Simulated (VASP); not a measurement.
# Co in VASP: single point with PBE

Aim: the single point of Co with PBE.

All numbers are computed with VASP 6.6.1; they aren't measurements. Logs are shortened: lines on timing, memory, paths and dates and some standing lists are left out, and cuts for length are marked.

### 1 The cell of the first run

The cell holds a slab with vacuum, 3 atoms: a = 2.493 Å, b = 2.493 Å, c = 20.037 Å, α = 90.00°, β = 90.00°, γ = 120.00°.

### 2 Single point, PBE, collinear spin, ferromagnetic start

POSCAR reads:

```
Co
1.0
    2.4930397743      0.0000000000      0.0000000000
   -1.2465198872      2.1590357772      0.0000000000
    0.0000000000      0.0000000000     20.0369000000
Co
3
Direct
    0.0000000000      0.0000000000      0.3992626231
    0.3333333340      0.6666666660      0.5000000000
    0.0000000000      0.0000000000      0.6007373769
```

INCAR.step1 reads:

```
ALGO = Normal
DIPOL = 0.5 0.5 0.500
EDIFF = 1E-7
ENCUT = 520
GGA = PE
IDIPOL = 3
ISIF = 2
ISMEAR = -1
ISPIN = 2
LASPH = T
LCHARG = T
LDIPOL = T
LMAXMIX = 4
LREAL = F
LWAVE = F
MAGMOM = 1.7 1.7 1.7
NBANDS = 24
NELM = 150
PREC = Accurate
SIGMA = 0.1
```

KPOINTS.step1 reads:

```
k-points
0
Gamma
  15 15 1
```

INCAR.step2 reads:

```
ALGO = Normal
DIPOL = 0.5 0.5 0.500
EDIFF = 1E-7
ENCUT = 520
GGA = PE
ICHARG = 11
IDIPOL = 3
ISIF = 2
ISMEAR = -5
ISPIN = 2
LASPH = T
LCHARG = F
LDIPOL = T
LMAXMIX = 4
LORBIT = 10
LREAL = F
LWAVE = F
MAGMOM = 1.7 1.7 1.7
NBANDS = 24
NEDOS = 1001
NELM = 150
PREC = Accurate
SIGMA = 0.1
```

KPOINTS.step2 reads:

```
k-points
0
Gamma
  23 23 1
```

Potentials or basis: VASP PAW PBE potentials, release 64 (Co).

Command:

```console
> cat potpaw_PBE.64/Co/POTCAR > POTCAR
> cp INCAR.step1 INCAR
> cp KPOINTS.step1 KPOINTS
> mpirun -np 1 vasp_std > vasp.out
> cp INCAR.step2 INCAR
> cp KPOINTS.step2 KPOINTS
> mpirun -np 1 vasp_std > vasp.out
```

OUTCAR:

```text
EDIFF = 1E-7
   ENCUT = 520
   GGA = PE
   ICHARG = 11
   ISIF = 2
   ISMEAR = -5
   ISPIN = 2
   LASPH = T
   LORBIT = 10
   LREAL = F
   NELM = 150
   PREC = Accurate

 ion  position               nearest neighbor table
   1  0.000  0.000  0.399-   2 2.48   2 2.48   2 2.48
   2  0.333  0.667  0.500-   1 2.48   3 2.48   1 2.48   3 2.48   1 2.48   3 2.48
   3  0.000  0.000  0.601-   2 2.48   2 2.48   2 2.48

  LATTYP: Found a hexagonal cell.
 ALAT       =     2.4930397743
 C/A-ratio  =     8.0371361125

  Lattice vectors:

 A1 = (   2.4930397743,   0.0000000000,   0.0000000000)
 A2 = (  -1.2465198872,   2.1590357772,   0.0000000000)
 A3 = (   0.0000000000,   0.0000000000,  20.0369000000)

Analysis of symmetry for initial positions (statically):
=====================================================================
 Subroutine PRICEL returns:
 Original cell was already a primitive cell.

 Routine SETGRP: Setting up the symmetry group for a
 hexagonal supercell.

 Subroutine GETGRP returns: Found 12 space group operations
 (whereof 12 operations were pure point group operations)
 out of a pool of 24 trial point group operations.

The static configuration has the point symmetry D_3h.

Analysis of symmetry for dynamics (positions and initial velocities):
=====================================================================
 Subroutine PRICEL returns:
 Original cell was already a primitive cell.

 Routine SETGRP: Setting up the symmetry group for a
 hexagonal supercell.

 Subroutine GETGRP returns: Found 12 space group operations
 (whereof 12 operations were pure point group operations)
 out of a pool of 24 trial point group operations.

The dynamic configuration has the point symmetry D_3h.

Analysis of structural, dynamic, and magnetic symmetry:
=====================================================================
 Subroutine PRICEL returns:
 Original cell was already a primitive cell.

 Routine SETGRP: Setting up the symmetry group for a
 hexagonal supercell.

 Subroutine GETGRP returns: Found 12 space group operations
 (whereof 12 operations were pure point group operations)
 out of a pool of 24 trial point group operations.

The overall configuration has the point symmetry D_3h.

 Subroutine INISYM returns: Found 12 space group operations
 (whereof 12 operations are pure point group operations),
 and found     1 'primitive' translations

----------------------------------------------------------------------------------------

                                     Primitive cell

  volume of cell :     107.8499

  direct lattice vectors                    reciprocal lattice vectors
     2.493039774  0.000000000  0.000000000     0.401116745  0.231584861  0.000000000
    -1.246519887  2.159035777  0.000000000     0.000000000  0.463169722  0.000000000
     0.000000000  0.000000000 20.036900000     0.000000000  0.000000000  0.049907920

  length of vectors
     2.493039774  2.493039774 20.036900000     0.463169722  0.463169722  0.049907920

  position of ions in fractional coordinates (direct lattice)
     0.000000000  0.000000000  0.399262623
     0.333333334  0.666666666  0.500000000
     0.000000000  0.000000000  0.600737377

  ion indices of the primitive-cell ions
   primitive index   ion index
                 1           1
                 2           2
                 3           3

----------------------------------------------------------------------------------------

 KPOINTS: k-points

Automatic generation of k-mesh.
 Grid dimensions read from file:
 generate k-points for:   23   23    1

 Generating k-lattice:

  Cartesian coordinates                     Fractional coordinates (reciprocal lattice)
     0.017439858  0.010068907  0.000000000     0.043478261  0.000000000  0.000000000
     0.000000000  0.020137814  0.000000000     0.000000000  0.043478261  0.000000000
     0.000000000  0.000000000  0.049907920     0.000000000  0.000000000  1.000000000

  Length of vectors
     0.020137814  0.020137814  0.049907920

  Shift w.r.t. Gamma in fractional coordinates (k-lattice)
     0.000000000  0.000000000  0.000000000

 TETIRR: Found    276 inequivalent tetrahedra from     3174

 Subroutine IBZKPT returns following result:
 ===========================================

 Found     56 irreducible k-points:

 Following reciprocal coordinates:
            Coordinates               Weight
  0.000000  0.000000  0.000000      1.000000
  0.043478  0.000000  0.000000      6.000000
  0.086957  0.000000  0.000000      6.000000
  0.130435  0.000000  0.000000      6.000000
  0.173913  0.000000  0.000000      6.000000
  0.217391  0.000000  0.000000      6.000000
[... 16 lines left out ...]
  0.478261  0.043478  0.000000      6.000000
  0.086957  0.086957  0.000000      6.000000
 [... further k-points ...]
   k-points           NKPTS =     56   k-points in BZ     NKDIM =     56   number of bands    NBANDS=     24
   number of dos      NEDOS =   1001   number of ions     NIONS =      3
   total plane-waves  NPLWV =  60000
   dimension x,y,z NGX =    20 NGY =   20 NGZ =  150
   dimension x,y,z NGXF=    40 NGYF=   40 NGZF=  300
   ions per type =               3
   NGX,Y,Z   is equivalent  to a cutoff of  13.34, 13.34, 12.45 a.u.
   NGXF,Y,Z  is equivalent  to a cutoff of  26.67, 26.67, 24.89 a.u.
 SYSTEM =  unknown system
   PREC   = accura    normal or accurate (medium, high low for compatibility)
   ISTART =      0    job   : 0-new  1-cont  2-samecut
   ICHARG =     11    charge: 1-file 2-atom 10-const
   ISPIN  =      2    spin polarized calculation?
   LNONCOLLINEAR =      F non collinear calculations
   LSORBIT =      F    spin-orbit coupling
   LASPH  =      T    aspherical Exc in radial PAW
   ENCUT  =  520.0 eV  38.22 Ry    6.18 a.u.   4.64  4.64 37.26*2*pi/ulx,y,z
   NELM   =    150;   NELMIN=  2; NELMDL=  0     # of ELM steps
   EDIFF  = 0.1E-06   stopping-criterion for ELM
   LREAL  =      F    real-space projection
   EDIFFG = 0.1E-05   stopping-criterion for IOM
   NSW    =      0    number of steps for IOM
   IBRION =     -1    ionic relax: 0-MD 1-quasi-New 2-CG
   NFREE  =      0    steps in history (QN), initial steepest desc. (CG)
   ISIF   =      2    stress and relaxation
   ISYM   =      2    0-nonsym 1-usesym 2-fastsym
   POTIM  = 0.5000    time-step for ionic-motion
   TEBEG  =    0.0;   TEEND  =   0.0 temperature during run
   PSTRESS=    0.0 pullay stress
   NELECT =      27.0000    total number of electrons
   NUPDOWN=      -1.0000    fix difference up-down
   EMIN   =  10.00;   EMAX   =-10.00  energy-range for DOS
   EFERMI =   0.00;   METHOD = LEGACY
   ISMEAR =    -5;   SIGMA  =   0.10  broadening in eV -4-tet -1-fermi 0-gaus
   EFERMI_NEDOS =   21; number of points for ismear=-14 and -15
   IALGO  =     38    algorithm
   IMIX   =      4    mixing-type and parameters
     AMIX     =   0.40;   BMIX     =  1.00
     AMIX_MAG =   1.60;   BMIX_MAG =  1.00
  volume/ion in A,a.u.               =      35.95       242.60
  Fermi-wavevector in a.u.,A,eV,Ry     =   1.031786  1.949793 14.484517  1.064582
  Thomas-Fermi vector in A             =   2.165951
   LORBIT       =     10    0 simple, 1 ext, 2 COOP (PROOUT), +10 PAW based schemes
   GGA     = PE    functional components
   LHFCALC =     F    Hartree Fock is set to
   AEXX    =    0.0000 exact exchange contribution
   IVDW    =     0    specifies the selected vdW correction
   LEPSILON=     F    determine dielectric tensor
   LRPA    =     F    only Hartree local field effects (RPA)
 spin polarized calculation
 Fermi weights with tetrahedron method with Bloechl corrections
  energy-cutoff  :      520.00
  volume of cell :      107.85
 maximum number of plane-waves:      2943
 NGX is ok and might be reduce to    20

 number of electron      27.0000002 magnetization       5.0878659

 dipolmoment           0.000000      0.000000     -0.000000 electrons x Angstroem

 Free energy of the ion-electron system (eV)
  ---------------------------------------------------
  ext. energy  EPLUGINS =         0.00000000
  ---------------------------------------------------
  free energy    TOTEN  =       -19.64189078 eV

  energy without entropy =      -19.64189078  energy(sigma->0) =      -19.64189078

 E-fermi :  -0.2635     XC(G=0):  -5.0326

 val. band max:       -0.2656047448   @ k =   0.4348   0.1304   0.0000
 cond. band min:      -0.2616081855   @ k =   0.1739   0.0435   0.0000
 fundamental gap:      0.0039965593
 Fermi energy:        -0.2635059107

 spin component 1

 k-point     1 :       0.0000    0.0000    0.0000
  band No.  band energies     occupation
      1      -8.4477      1.00000
      2      -6.4994      1.00000
      3      -5.4442      1.00000
      4      -3.0985      1.00000
      5      -3.0643      1.00000
      6      -2.9308      1.00000
[... 16 lines left out ...]
     23       6.9759      0.00000
     24       7.7040      0.00000

 k-point     2 :       0.0435    0.0000    0.0000
  band No.  band energies     occupation
      1      -8.3828      1.00000
      2      -6.4385      1.00000
      3      -5.3953      1.00000
      4      -3.1307      1.00000
      5      -3.0713      1.00000
      6      -2.9487      1.00000
[... 16 lines left out ...]
     23       7.0382      0.00000
     24       7.7528      0.00000
[... 565 lines left out ...]
     23      10.7180      0.00000
     24      11.7248      0.00000

 k-point    24 :       0.0870    0.0870    0.0000
  band No.  band energies     occupation
      1      -7.6940      1.00000
      2      -5.8169      1.00000
      3      -4.9118      1.00000
      4      -3.4042      1.00000
      5      -3.2802      1.00000
      6      -3.0664      1.00000
[... 16 lines left out ...]
     23       7.7218      0.00000
     24       8.2969      0.00000

 [... further k-points ...]

 spin component 2

 k-point     1 :       0.0000    0.0000    0.0000
  band No.  band energies     occupation
      1      -8.4391      1.00000
      2      -6.3777      1.00000
      3      -4.7122      1.00000
      4      -1.5419      1.00000
      5      -1.4595      1.00000
      6      -1.2521      1.00000
[... 16 lines left out ...]
     23       6.9945      0.00000
     24       7.9210      0.00000

 k-point     2 :       0.0435    0.0000    0.0000
  band No.  band energies     occupation
      1      -8.3738      1.00000
      2      -6.3157      1.00000
      3      -4.6561      1.00000
      4      -1.5655      1.00000
      5      -1.4709      1.00000
      6      -1.3032      1.00000
[... 16 lines left out ...]
     23       7.0574      0.00000
     24       7.9678      0.00000
[... 565 lines left out ...]
     23      10.8893      0.00000
     24      11.6999      0.00000

 k-point    24 :       0.0870    0.0870    0.0000
  band No.  band energies     occupation
      1      -7.6763      1.00000
      2      -5.6681      1.00000
      3      -4.0829      1.00000
      4      -1.8364      1.00000
      5      -1.7141      1.00000
      6      -1.6569      1.00000
[... 16 lines left out ...]
     23       7.7464      0.00000
     24       8.4864      0.00000

 [... further k-points ...]

------------------------ aborting loop because EDIFF is reached ----------------------------------------

 vacuum level on the upper side and lower side of the slab       (xc-potential included)         0.003         0.003

  FORCE on cell =-STRESS in cart. coord.  units (eV):
  Direction    XX          YY          ZZ          XY          YZ          ZX
  --------------------------------------------------------------------------------------
  -------------------------------------------------------------------------------------
  Total       -2.8292892     -2.8292892     -1.6927695      0.0000000     -0.0000000     -0.0000000
  in kB      -42.0308661    -42.0308661    -25.1471531      0.0000000     -0.0000000     -0.0000000
  external PRESSURE =     -36.4029618 kB  Pullay stress =       0.0000000 kB

 VOLUME and BASIS-vectors are now :
 -----------------------------------------------------------------------------
  energy-cutoff  :      520.00
  volume of cell :      107.85
      direct lattice vectors                 reciprocal lattice vectors
     2.493039774  0.000000000  0.000000000     0.401116745  0.231584861  0.000000000
    -1.246519887  2.159035777  0.000000000     0.000000000  0.463169722  0.000000000
     0.000000000  0.000000000 20.036900000     0.000000000  0.000000000  0.049907920

 POSITION                                       TOTAL-FORCE (eV/Angst)
 -----------------------------------------------------------------------------------
      0.00000      0.00000      7.99999         0.000000      0.000000      0.255385
      0.00000      1.43936     10.01845        -0.000000     -0.000000      0.000000
      0.00000      0.00000     12.03691         0.000000      0.000000     -0.255385
 -----------------------------------------------------------------------------------
    total drift:                                0.001222     -0.000706     -0.000000

  FREE ENERGIE OF THE ION-ELECTRON SYSTEM (eV)
  ---------------------------------------------------
  free  energy   TOTEN  =       -19.6418907775 eV

  energy  without entropy=      -19.6418907775  energy(sigma->0) =      -19.64189078

 vacuum level on the upper side and lower side of the slab         4.721         4.721

 total charge

# of ion       s       p       d       tot
------------------------------------------
    1        0.478   0.401   7.220   8.099
    2        0.482   0.516   7.273   8.270
    3        0.478   0.401   7.220   8.099
--------------------------------------------------
tot          1.438   1.317  21.712  24.467

 magnetization (x)

# of ion       s       p       d       tot
------------------------------------------
    1       -0.010  -0.045   1.794   1.739
    2       -0.017  -0.055   1.745   1.674
    3       -0.010  -0.045   1.794   1.739
--------------------------------------------------
tot         -0.036  -0.145   5.334   5.153
```

Wall time 3.6 min (1 thread of AMD EPYC 9R45 (Zen 5), shared host); peak memory 0.36 GiB.

What came out:

```yaml
Net_moment: 5.09 μB per cell
Site_moments: Co +1.74, +1.67 (each value once) μB
Valence_electrons_inside_the_program's_atomic_spheres: Co 8.10, 8.27 (each value once)
```

Caveat: tetrahedron occupations give inexact forces and stress in metals.
